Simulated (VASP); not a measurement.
# MgO2 (R-3m) in VASP: notebook, part 2 of 2

VASP 6.6.1. Earlier steps stand in the parts before.

### 3 Single point, PBEsol (strain -0.030 along x and y, -0.015 along z)

File INCAR:

```
PREC = Accurate
ENCUT = 520
EDIFF = 1E-6
ISMEAR = 0
SIGMA = 0.05
LREAL = F
LASPH = T
NELM = 60
ALGO = Normal
ISIF = 2
LWAVE = F
LCHARG = F
GGA = PS
NBANDS = 14
```

File KPOINTS:

```
regular mesh
0
Gamma
  12 12 12
```

File POSCAR:

```
MgO2
1.0
    1.5566181855      0.8987139284      3.4415691918
   -1.5566181855      0.8987139284      3.4415691918
    0.0000000000     -1.7974278569      3.4415691918
Mg O
1 2
Direct
    0.0000000000      0.0000000000      0.0000000000
    0.4287860000      0.4287860000      0.4287860000
    0.5712140000      0.5712140000      0.5712140000
```

Potentials or basis: VASP PAW PBE potentials, release 64 (Mg, O).

On the command line:

```sh
$ cat potpaw_PBE.64/Mg/POTCAR potpaw_PBE.64/O/POTCAR > POTCAR
$ mpirun -np 1 vasp_std > vasp.out
```

OUTCAR:

```text
PREC = Accurate
   ENCUT = 520
   EDIFF = 1E-6
   ISMEAR = 0
   LREAL = F
   LASPH = T
   NELM = 60
   ISIF = 2
   GGA = PS

 ion  position               nearest neighbor table
   1  0.000  0.000  0.000-   3 2.05   2 2.05   3 2.05   3 2.05   2 2.05   2 2.05
   2  0.429  0.429  0.429-   3 1.47   1 2.05   1 2.05   1 2.05
   3  0.571  0.571  0.571-   2 1.47   1 2.05   1 2.05   1 2.05

  LATTYP: Found a trigonal (rhomboedric) cell.
 ALAT       =     3.8826724562
 COS(alpha) =     0.6785357473

  Lattice vectors:

 A1 = (   1.5566181855,   0.8987139284,   3.4415691918)
 A2 = (  -1.5566181855,   0.8987139284,   3.4415691918)
 A3 = (   0.0000000000,  -1.7974278569,   3.4415691918)

Analysis of symmetry for initial positions (statically):
=====================================================================
 Subroutine PRICEL returns:
 Original cell was already a primitive cell.

 Routine SETGRP: Setting up the symmetry group for a
 trigonal (rhombohedral) supercell.

 Subroutine GETGRP returns: Found 12 space group operations
 (whereof 12 operations were pure point group operations)
 out of a pool of 12 trial point group operations.

The static configuration has the point symmetry D_3d.

Analysis of symmetry for dynamics (positions and initial velocities):
=====================================================================
 Subroutine PRICEL returns:
 Original cell was already a primitive cell.

 Routine SETGRP: Setting up the symmetry group for a
 trigonal (rhombohedral) supercell.

 Subroutine GETGRP returns: Found 12 space group operations
 (whereof 12 operations were pure point group operations)
 out of a pool of 12 trial point group operations.

The dynamic configuration has the point symmetry D_3d.

 Subroutine INISYM returns: Found 12 space group operations
 (whereof 12 operations are pure point group operations),
 and found     1 'primitive' translations

[... 126 lines left out ...]
   LRPA    =     F    only Hartree local field effects (RPA)
 non-spin polarized calculation
 Gauss-broadening in eV      SIGMA  =   0.05
  energy-cutoff  :      520.00
  volume of cell :       28.89
 maximum number of plane-waves:       792
 NGX is ok and might be reduce to    30
   NGX = 15   NGY = 15   NGZ = 15

 number of electron      13.9999999 magnetization

 Free energy of the ion-electron system (eV)
  ---------------------------------------------------
  ext. energy  EPLUGINS =         0.00000000
  ---------------------------------------------------
  free energy    TOTEN  =       -17.20424639 eV

  energy without entropy =      -17.20424639  energy(sigma->0) =      -17.20424639

 E-fermi :   3.4654     XC(G=0): -10.8210

 val. band max:        3.2074090826   @ k =   0.5000   0.5000   0.5000
 cond. band min:       5.6454130968   @ k =   0.5000   0.5000   0.5000
 fundamental gap:      2.4380040142
 Fermi energy:         3.4654467514

 k-point     1 :       0.0000    0.0000    0.0000
  band No.  band energies     occupation
      1     -18.5792      2.00000
      2     -11.3537      2.00000
      3      -4.9737      2.00000
      4      -0.2776      2.00000
      5      -0.2776      2.00000
      6       2.3072      2.00000
      7       2.3072      2.00000
      8       8.1146      0.00000
      9       8.2033      0.00000
     10      15.7303      0.00000
     11      17.5218      0.00000
     12      18.3484      0.00000
     13      18.3484      0.00000
     14      20.5991      0.00000
[... 377 lines left out ...]
      1     -17.9319      2.00000
      2     -11.7494      2.00000
      3      -3.8722      2.00000
      4      -2.8907      2.00000
      5      -1.1394      2.00000
      6       1.6105      2.00000
      7       1.8792      2.00000
      8       7.4940      0.00000
      9      12.8596      0.00000
     10      14.0671      0.00000
     11      16.3439      0.00000
     12      17.8853      0.00000
     13      18.2338      0.00000
     14      21.2298      0.00000

 [... further k-points ...]

------------------------ aborting loop because EDIFF is reached ----------------------------------------

  FORCE on cell =-STRESS in cart. coord.  units (eV):
  Direction    XX          YY          ZZ          XY          YZ          ZX
  --------------------------------------------------------------------------------------
  -------------------------------------------------------------------------------------
  Total        0.9917378      0.9917378      0.6631691      0.0000000     -0.0000000      0.0000000
  in kB       55.0042341     55.0042341     36.7809990      0.0000000     -0.0000000      0.0000000
  external PRESSURE =      48.9298224 kB  Pullay stress =       0.0000000 kB

 VOLUME and BASIS-vectors are now :
 -----------------------------------------------------------------------------
  energy-cutoff  :      520.00
  volume of cell :       28.89
      direct lattice vectors                 reciprocal lattice vectors
     1.556618186  0.898713928  3.441569192     0.321209147  0.185450188  0.096855043
    -1.556618186  0.898713928  3.441569192    -0.321209147  0.185450188  0.096855043
     0.000000000 -1.797427857  3.441569192     0.000000000 -0.370900375  0.096855043

 POSITION                                       TOTAL-FORCE (eV/Angst)
 -----------------------------------------------------------------------------------
      0.00000      0.00000      0.00000         0.000000     -0.000000      0.000000
      0.00000     -0.00000      4.42709         0.000000     -0.000000      0.116559
      0.00000     -0.00000      5.89762         0.000000      0.000000     -0.116559
 -----------------------------------------------------------------------------------
    total drift:                                0.000000     -0.000000      0.000000

  FREE ENERGIE OF THE ION-ELECTRON SYSTEM (eV)
  ---------------------------------------------------
  free  energy   TOTEN  =       -17.2042463923 eV

  energy  without entropy=      -17.2042463923  energy(sigma->0) =      -17.20424639
```

OSZICAR:

```text
N       E                     dE             d eps       ncg     rms          rms(c)
DAV:   1     0.451186987475E+02    0.45119E+02   -0.76759E+03  5844   0.920E+02
DAV:   2    -0.163719233638E+02   -0.61491E+02   -0.57419E+02  6906   0.198E+02
DAV:   3    -0.185065220215E+02   -0.21346E+01   -0.21292E+01  6210   0.351E+01
DAV:   4    -0.185143461297E+02   -0.78241E-02   -0.78239E-02  6306   0.243E+00
DAV:   5    -0.185143842430E+02   -0.38113E-04   -0.38113E-04  6294   0.158E-01    0.815E+00
DAV:   6    -0.173460306698E+02    0.11684E+01   -0.16540E+00  5634   0.111E+01    0.359E+00
DAV:   7    -0.172137926470E+02    0.13224E+00   -0.21474E-01  5940   0.402E+00    0.162E+00
DAV:   8    -0.172036870610E+02    0.10106E-01   -0.50756E-02  5526   0.211E+00    0.241E-01
DAV:   9    -0.172041868480E+02   -0.49979E-03   -0.96752E-03  5796   0.725E-01    0.956E-02
DAV:  10    -0.172042076136E+02   -0.20766E-04   -0.43633E-04  5868   0.199E-01    0.335E-02
DAV:  11    -0.172042443747E+02   -0.36761E-04   -0.53361E-05  5694   0.610E-02    0.966E-03
DAV:  12    -0.172042462164E+02   -0.18416E-05   -0.52712E-06  6312   0.186E-02    0.223E-03
DAV:  13    -0.172042463923E+02   -0.17589E-06   -0.23668E-07  4046   0.458E-03
   1 F= -.17204246E+02 E0= -.17204246E+02  d E =-.106676E-15
```

It took 95 s on 1 thread of Intel Xeon Platinum 8259CL at 2.50GHz (Skylake/Cascade Lake), shared host; peak memory 0.22 GiB.

Results:

```yaml
Free_energy: -17.2042 eV
Pressure: 4.9 GPa
Largest_force: 0.117 eV/Å
Band_gap_on_the_k_mesh: 2.44 eV, direct
```

Forces in eV/Å, atoms in the order of the input:
```
Mg   0.000  0.000  0.000
O    0.000  0.000  0.117
O    0.000  0.000 -0.117
```

Stress tensor (GPa, compression positive):
```
5.50 0.00 0.00
0.00 5.50 0.00
0.00 0.00 3.68
```

Levels at points of the mesh, in eV from the valence-band top:
| k point | band 5 | band 6 | band 7 | band 8 | band 9 | band 10 |
| --- | --- | --- | --- | --- | --- | --- |
| (0.00, 0.00, 0.00) | -3.48 | -0.90 | -0.90 | 4.91 | 5.00 | 12.52 |
| (0.50, 0.00, 0.00) | -3.89 | -1.36 | -1.29 | 4.29 | 8.89 | 10.96 |
| (0.50, 0.50, 0.00) | -4.58 | -2.36 | -0.19 | 3.65 | 7.96 | 11.55 |
| (0.50, 0.50, 0.50) | -4.06 | 0.00 | 0.00 | 2.44 | 5.07 | 10.02 |

Caveat: the cell differs from its parent crystal (strain -0.030 along x and y, -0.015 along z); the PAW data sets were made with another functional, which shifts forces and pressure a little.

### 4 Single point, PBEsol (strain -0.030 along x and y, +0.000 along z)

File INCAR:

```
SYSTEM = MgO2
PREC = Accurate ; ENCUT = 520
EDIFF = 1E-6 ; ISMEAR = 0
SIGMA = 0.05 ; LREAL = .False.
LASPH = .True. ; NELM = 60
ALGO = Normal ; ISIF = 2
LWAVE = .False. ; LCHARG = .False.
GGA = PS ; NBANDS = 14
```

File KPOINTS:

```
Automatic mesh
0
Gamma
  12 12 12
  0 0 0
```

File POSCAR:

```
MgO2
1.0
    1.5566181855      0.8987139284      3.4939788749
   -1.5566181855      0.8987139284      3.4939788749
    0.0000000000     -1.7974278569      3.4939788749
Mg O
1 2
Direct
    0.0000000000      0.0000000000      0.0000000000
    0.4287860000      0.4287860000      0.4287860000
    0.5712140000      0.5712140000      0.5712140000
```

On the command line:

```sh
$ cat potpaw_PBE.64/Mg/POTCAR potpaw_PBE.64/O/POTCAR > POTCAR
$ mpirun -np 1 vasp_std > vasp.out
```

Run time: 87 s. Hardware: 1 thread of Intel Xeon Platinum 8259CL at 2.50GHz (Skylake/Cascade Lake), shared host; peak memory 0.22 GiB.

The run converged. Its results:

```
Free energy            : -17.2032 eV
Pressure               : 1.6 GPa
Largest force          : 0.531 eV/Å
Band gap on the k mesh : 2.11 eV, direct
```

Forces in eV/Å, atoms in the order of the input:
```
Mg   0.000  0.000  0.000
O    0.000  0.000  0.531
O    0.000  0.000 -0.531
```

Stress tensor (GPa, compression positive):
```
 4.91  0.00  0.00
 0.00  4.91  0.00
 0.00  0.00 -4.92
```

Levels at points of the mesh, in eV from the valence-band top:
```csv
k point,band 3,band 4,band 5,band 6,band 7,band 8,band 9,band 10,band 11,band 12
"(0.00, 0.00, 0.00)",-7.99,-3.27,-3.27,-0.85,-0.85,4.74,5.01,12.30,14.05,15.29
"(0.50, 0.00, 0.00)",-6.89,-6.29,-3.69,-1.33,-1.31,4.01,8.97,11.03,12.93,14.49
"(0.50, 0.50, 0.00)",-6.21,-5.62,-4.35,-2.35,-0.21,3.35,8.14,11.64,12.87,13.10
"(0.50, 0.50, 0.50)",-5.03,-3.82,-3.82,0.00,0.00,2.11,5.26,9.84,14.93,14.93
```

Caveat: the cell differs from its parent crystal (strain -0.030 along x and y, +0.000 along z); the PAW data sets were made with another functional, which shifts forces and pressure a little.

### 5 Summary

| cell | gap on the mesh (eV) | pressure (GPa) | largest force (eV/Å) |
| --- | --- | --- | --- |
| a = 3.836 Å, angles 47.9°, 3 atoms | 2.78 | 8.5 | 0.38 |
| a = 3.883 Å, angles 47.3°, 3 atoms | 2.44 | 4.9 | 0.12 |
| a = 3.929 Å, angles 46.7°, 3 atoms | 2.11 | 1.6 | 0.53 |

Alike in all rows: task single point; level PBEsol; potentials or basis VASP PAW PBE potentials, release 64 (Mg, O); no spin polarisation; k mesh 12 × 12 × 12; cutoff (eV) 520; smearing gaussian 0.05 eV.

Caveats: the PAW data sets were made with another functional, which shifts forces and pressure a little.

Absolute energies hang on the potentials; compare differences alone.
